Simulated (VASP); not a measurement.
A run of VASP 6.6.1:

The input INCAR:

```
  PREC = Accurate
  ENCUT = 520
  EDIFF = 1E-8
  ISMEAR = -1
  SIGMA = 0.02
  LREAL = F
  LASPH = T
  NELM = 100
  ALGO = Normal
  ISIF = 2
  LWAVE = F
  LCHARG = F
  GGA = PE
  LEFG = T
  NBANDS = 44
```

KPOINTS

```
Automatic mesh
0
Gamma
  5 5 4
```

File POSCAR:

```
SiO2
1.0
    4.9780000000      0.0000000000      0.0000000000
    0.0000000000      4.9780000000      0.0000000000
    0.0000000000      0.0000000000      6.9480000000
Si O
4 8
Direct
    0.3000400000      0.3000400000      0.0000000000
    0.1999600000      0.8000400000      0.2500000000
    0.6999600000      0.6999600000      0.5000000000
    0.8000400000      0.1999600000      0.7500000000
    0.2397600000      0.1032400000      0.1784400000
    0.3967600000      0.7397600000      0.4284400000
    0.7602400000      0.8967600000      0.6784400000
    0.6032400000      0.2602400000      0.9284400000
    0.7397600000      0.3967600000      0.5715600000
    0.8967600000      0.7602400000      0.3215600000
    0.2602400000      0.6032400000      0.0715600000
    0.1032400000      0.2397600000      0.8215600000
```

Potentials or basis: VASP PAW PBE potentials, release 64 (Si, O).

Launch:

```console
$ cat potpaw_PBE.64/Si/POTCAR potpaw_PBE.64/O/POTCAR > POTCAR
$ mpirun -np 1 vasp_std > vasp.out
```

Hardware: 1 thread of Intel(R) Xeon(R) Platinum 8259CL CPU @ 2.50GHz (Skylake/Cascade Lake), on a shared host.

Task: How long does it take, and how much memory?

Result: It took 2.2 min on 1 thread of Intel(R) Xeon(R) Platinum 8259CL CPU @ 2.50GHz (Skylake/Cascade Lake) (shared host), peak memory 0.31 GiB. Counts: scf iterations 17, k points 18.
